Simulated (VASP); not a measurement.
# O2 in VASP: settings compared, part 2 of 2

VASP 6.6.1. Earlier steps stand in the parts before.

### 3 Relaxation of the atoms, PBEsol, collinear spin, ferromagnetic start

INCAR

```
SYSTEM = O
PREC = Accurate
ENCUT = 520
EDIFF = 1E-6
ISMEAR = -1
SIGMA = 0.05
LREAL = .FALSE.
LASPH = .TRUE.
NELM = 150
ALGO = Normal
ISIF = 2
LWAVE = .FALSE.
LCHARG = .FALSE.
ISPIN = 2
MAGMOM = 1 1
LORBIT = 11
GGA = PS
IBRION = 2
NSW = 100
EDIFFG = -0.01
```

KPOINTS

```
regular mesh
0
G
  1 1 1
  0 0 0
```

POSCAR

```
O
1.0
   11.0000000000      0.0000000000      0.0000000000
    0.0000000000     11.5000000000      0.0000000000
    0.0000000000      0.0000000000     12.0000000000
O
2
Direct
    0.5000000000      0.5000000000      0.4491670000
    0.5000000000      0.5000000000      0.5508330000
```

Potentials or basis: VASP PAW PBE potentials, release 64 (O).

Run with:

```sh
> cat potpaw_PBE.64/O/POTCAR > POTCAR
> mpirun -np 1 vasp_gam > vasp.out
```

OUTCAR:

```text
SYSTEM = O
   PREC = Accurate
   ENCUT = 520
   EDIFF = 1E-6
   ISMEAR = -1
   LREAL = .FALSE.
   LASPH = .TRUE.
   NELM = 150
   ISIF = 2
   ISPIN = 2
   LORBIT = 11
   GGA = PS
   IBRION = 2
   NSW = 100
   EDIFFG = -0.01

 ion  position               nearest neighbor table
   1  0.500  0.500  0.449-   2 1.22
   2  0.500  0.500  0.551-   1 1.22

  LATTYP: Found a simple orthorhombic cell.
 ALAT       =    11.0000000000
 B/A-ratio  =     1.0454545455
 C/A-ratio  =     1.0909090909

  Lattice vectors:

 A1 = (  11.0000000000,   0.0000000000,   0.0000000000)
 A2 = (   0.0000000000,  11.5000000000,   0.0000000000)
 A3 = (   0.0000000000,   0.0000000000,  12.0000000000)

Analysis of symmetry for initial positions (statically):
=====================================================================
 Subroutine PRICEL returns:
 Original cell was already a primitive cell.

 Routine SETGRP: Setting up the symmetry group for a
 simple orthorhombic supercell.

 Subroutine GETGRP returns: Found  8 space group operations
 (whereof  8 operations were pure point group operations)
 out of a pool of  8 trial point group operations.

The static configuration has the point symmetry D_2h.

Analysis of symmetry for dynamics (positions and initial velocities):
=====================================================================
 Subroutine PRICEL returns:
 Original cell was already a primitive cell.

 Routine SETGRP: Setting up the symmetry group for a
 simple orthorhombic supercell.

 Subroutine GETGRP returns: Found  8 space group operations
 (whereof  8 operations were pure point group operations)
 out of a pool of  8 trial point group operations.

The dynamic configuration has the point symmetry D_2h.

Analysis of structural, dynamic, and magnetic symmetry:
=====================================================================
 Subroutine PRICEL returns:
 Original cell was already a primitive cell.

 Routine SETGRP: Setting up the symmetry group for a
 simple orthorhombic supercell.

 Subroutine GETGRP returns: Found  8 space group operations
 (whereof  8 operations were pure point group operations)
 out of a pool of  8 trial point group operations.

The overall configuration has the point symmetry D_2h.

 Subroutine INISYM returns: Found  8 space group operations
 (whereof  8 operations are pure point group operations),
 and found     1 'primitive' translations

----------------------------------------------------------------------------------------

                                     Primitive cell

  volume of cell :    1518.0000

  direct lattice vectors                    reciprocal lattice vectors
    11.000000000  0.000000000  0.000000000     0.090909091  0.000000000  0.000000000
     0.000000000 11.500000000  0.000000000     0.000000000  0.086956522  0.000000000
     0.000000000  0.000000000 12.000000000     0.000000000  0.000000000  0.083333333

  length of vectors
[... 41 lines left out ...]
   number of dos      NEDOS =    301   number of ions     NIONS =      2
   total plane-waves  NPLWV = 680400
   dimension x,y,z NGX =    84 NGY =   90 NGZ =   90
   dimension x,y,z NGXF=   168 NGYF=  180 NGZF=  180
   ions per type =               2
   NGX,Y,Z   is equivalent  to a cutoff of  12.70, 13.01, 12.47 a.u.
   NGXF,Y,Z  is equivalent  to a cutoff of  25.39, 26.02, 24.94 a.u.
 SYSTEM =  O
   PREC   = accura    normal or accurate (medium, high low for compatibility)
   ISTART =      0    job   : 0-new  1-cont  2-samecut
   ICHARG =      2    charge: 1-file 2-atom 10-const
   ISPIN  =      2    spin polarized calculation?
   LNONCOLLINEAR =      F non collinear calculations
   LSORBIT =      F    spin-orbit coupling
   LASPH  =      T    aspherical Exc in radial PAW
   ENCUT  =  520.0 eV  38.22 Ry    6.18 a.u.  20.45 21.38 22.31*2*pi/ulx,y,z
   NELM   =    150;   NELMIN=  2; NELMDL= -5     # of ELM steps
   EDIFF  = 0.1E-05   stopping-criterion for ELM
   LREAL  =      F    real-space projection
   EDIFFG = -.1E-01   stopping-criterion for IOM
   NSW    =    100    number of steps for IOM
   IBRION =      2    ionic relax: 0-MD 1-quasi-New 2-CG
   NFREE  =      1    steps in history (QN), initial steepest desc. (CG)
   ISIF   =      2    stress and relaxation
   ISYM   =      2    0-nonsym 1-usesym 2-fastsym
   POTIM  = 0.5000    time-step for ionic-motion
   TEBEG  =    0.0;   TEEND  =   0.0 temperature during run
   PSTRESS=    0.0 pullay stress
   NELECT =      12.0000    total number of electrons
   NUPDOWN=      -1.0000    fix difference up-down
   EMIN   =  10.00;   EMAX   =-10.00  energy-range for DOS
   EFERMI =   0.00;   METHOD = LEGACY
   ISMEAR =    -1;   SIGMA  =   0.05  broadening in eV -4-tet -1-fermi 0-gaus
   EFERMI_NEDOS =   21; number of points for ismear=-14 and -15
   IALGO  =     38    algorithm
   IMIX   =      4    mixing-type and parameters
     AMIX     =   0.40;   BMIX     =  1.00
     AMIX_MAG =   1.60;   BMIX_MAG =  1.00
  volume/ion in A,a.u.               =     759.00      5121.98
  Fermi-wavevector in a.u.,A,eV,Ry     =   0.326120  0.616278  1.447041  0.106355
  Thomas-Fermi vector in A             =   1.217707
   LORBIT       =     11    0 simple, 1 ext, 2 COOP (PROOUT), +10 PAW based schemes
   GGA     = PS    functional components
   LHFCALC =     F    Hartree Fock is set to
   AEXX    =    0.0000 exact exchange contribution
   IVDW    =     0    specifies the selected vdW correction
   LEPSILON=     F    determine dielectric tensor
   LRPA    =     F    only Hartree local field effects (RPA)
 conjugate gradient relaxation of ions
 spin polarized calculation
  energy-cutoff  :      520.00
  volume of cell :     1518.00
 maximum number of plane-waves:     20458
 NGX is ok and might be reduce to    84
   NGX = 41   NGY = 43   NGZ = 45

--------------------------------------- Ionic step        1  -------------------------------------------

 number of electron      12.0000002 magnetization       2.0000004

 Free energy of the ion-electron system (eV)
  ---------------------------------------------------
  ext. energy  EPLUGINS =         0.00000000
  ---------------------------------------------------
  free energy    TOTEN  =       -10.27596424 eV

  energy without entropy =      -10.27596424  energy(sigma->0) =      -10.27596424

------------------------ aborting loop because EDIFF is reached ----------------------------------------

  FORCE on cell =-STRESS in cart. coord.  units (eV):
  Direction    XX          YY          ZZ          XY          YZ          ZX
  --------------------------------------------------------------------------------------
  -------------------------------------------------------------------------------------
  Total       -0.0722140     -0.0720636      0.6025912     -0.0000000      0.0000000      0.0000000
  in kB       -0.0762185     -0.0760597      0.6360065     -0.0000000      0.0000000      0.0000000
  external PRESSURE =       0.1612428 kB  Pullay stress =       0.0000000 kB
[... 59 lines left out ...]
--------------------------------------- Ionic step        3  -------------------------------------------

 number of electron      12.0000003 magnetization       2.0000003

 Free energy of the ion-electron system (eV)
  ---------------------------------------------------
  ext. energy  EPLUGINS =         0.00000000
  ---------------------------------------------------
  free energy    TOTEN  =       -10.27794860 eV

  energy without entropy =      -10.27794860  energy(sigma->0) =      -10.27794860

 E-fermi :  -5.7063     XC(G=0):  -0.3696

 val. band max:       -6.8342490006   @ k =   0.0000   0.0000   0.0000
 cond. band min:      -4.5730629438   @ k =   0.0000   0.0000   0.0000
 fundamental gap:      2.2611860568
 Fermi energy:        -5.7063462365

 spin component 1

 k-point     1 :       0.0000    0.0000    0.0000
  band No.  band energies     occupation
      1     -32.5693      1.00000
      2     -20.4245      1.00000
      3     -13.3963      1.00000
      4     -13.2963      1.00000
      5     -13.2963      1.00000
      6      -6.8343      1.00000
      7      -6.8342      1.00000
      8      -0.2239      0.00000
      9       0.6358      0.00000
     10       0.8040      0.00000
     11       0.8935      0.00000
 Fermi energy:        -5.7063462365

 spin component 2

 k-point     1 :       0.0000    0.0000    0.0000
  band No.  band energies     occupation
      1     -31.3103      1.00000
      2     -18.6418      1.00000
      3     -12.3759      1.00000
      4     -11.4581      1.00000
      5     -11.4581      1.00000
      6      -4.5731      0.00000
      7      -4.5731      0.00000
      8      -0.1373      0.00000
      9       0.8115      0.00000
     10       0.8734      0.00000
     11       0.9811      0.00000
[... 27 lines left out ...]
  FREE ENERGIE OF THE ION-ELECTRON SYSTEM (eV)
  ---------------------------------------------------
  free  energy   TOTEN  =       -10.2779486049 eV

  energy  without entropy=      -10.2779486042  energy(sigma->0) =      -10.27794860

 reached required accuracy - stopping structural energy minimisation

 total charge

# of ion       s       p       d       tot
------------------------------------------
    1        1.609   3.281   0.000   4.890
    2        1.609   3.281   0.000   4.890
--------------------------------------------------
tot          3.217   6.563   0.000   9.780

 magnetization (x)

# of ion       s       p       d       tot
------------------------------------------
    1        0.009   0.800   0.000   0.809
    2        0.009   0.800   0.000   0.809
--------------------------------------------------
tot          0.018   1.600   0.000   1.618
```

OSZICAR:

```text
N       E                     dE             d eps       ncg     rms          rms(c)
DAV:   1     0.131727051742E+03    0.13173E+03   -0.26993E+03    60   0.564E+02
DAV:   2     0.552819641579E+02   -0.76445E+02   -0.72802E+02    58   0.103E+02
[... 51 lines left out ...]
DAV:  11    -0.102779310765E+02   -0.19396E-04   -0.10297E-06    44   0.495E-03    0.339E-04
DAV:  12    -0.102779413794E+02   -0.10303E-04   -0.39858E-07    44   0.320E-03    0.239E-04
DAV:  13    -0.102779446412E+02   -0.32617E-05   -0.45521E-08    44   0.153E-03    0.171E-04
DAV:  14    -0.102779467911E+02   -0.21499E-05   -0.37642E-08    47   0.122E-03    0.848E-05
DAV:  15    -0.102779480516E+02   -0.12605E-05   -0.89040E-09    53   0.619E-04    0.503E-05
DAV:  16    -0.102779486049E+02   -0.55325E-06   -0.28843E-09    56   0.413E-04
   3 F= -.10277949E+02 E0= -.10277949E+02  d E =-.198436E-02  mag=     2.0000
```

CONTCAR:

```text
O
   1.00000000000000
    11.0000000000000000    0.0000000000000000    0.0000000000000000
     0.0000000000000000   11.5000000000000000    0.0000000000000000
     0.0000000000000000    0.0000000000000000   12.0000000000000000
  O
     2
Direct
     0.5000000000000000    0.5000000000000000    0.4488654030555341
     0.5000000000000000    0.5000000000000000    0.5511345969444659

  0.00000000E+00  0.00000000E+00  0.00000000E+00
  0.00000000E+00  0.00000000E+00  0.00000000E+00
```

Wall time 5.1 min (1 thread of Intel Xeon 6975P-C (Granite Rapids), shared host); peak memory 1.6 GiB.

What came out:

| Property | Result |
| --- | --- |
| Free energy | -10.2779 eV |
| Energy gained by relaxing | 1.0 meV/atom |
| Ionic steps | 3 |
| Largest force after relaxing | 0.004 eV/Å |
| Net moment | 2.00 μB per cell |
| Site moments | O +0.81 μB |
| Valence electrons inside the program's atomic spheres | O 4.89 |

Forces in eV/Å, atoms in the order of the input:
```
O    0.000  0.000  0.004
O    0.000  0.000 -0.004
```

Step by step:
| step | energy change (eV) | largest force (eV/Å) | pressure (GPa) |
| --- | --- | --- | --- |
| 1 | 0.0000 | 0.5568 | 0.02 |
| 2 | 0.0709 | 2.9614 | -0.14 |
| 3 | -0.0020 | 0.0038 | -0.01 |

Final structure:
```xyz
2
Lattice="11.0000 0.0000 0.0000 0.0000 11.5000 0.0000 0.0000 0.0000 12.0000" Properties=species:S:1:pos:R:3 pbc="T T T"
O     5.5000    5.7500    5.3864
O     5.5000    5.7500    6.6136
```

Caveat: the standard files for N, O and F lose accuracy on very short bonds; the PAW data sets were made with another functional, which shifts forces and pressure a little.
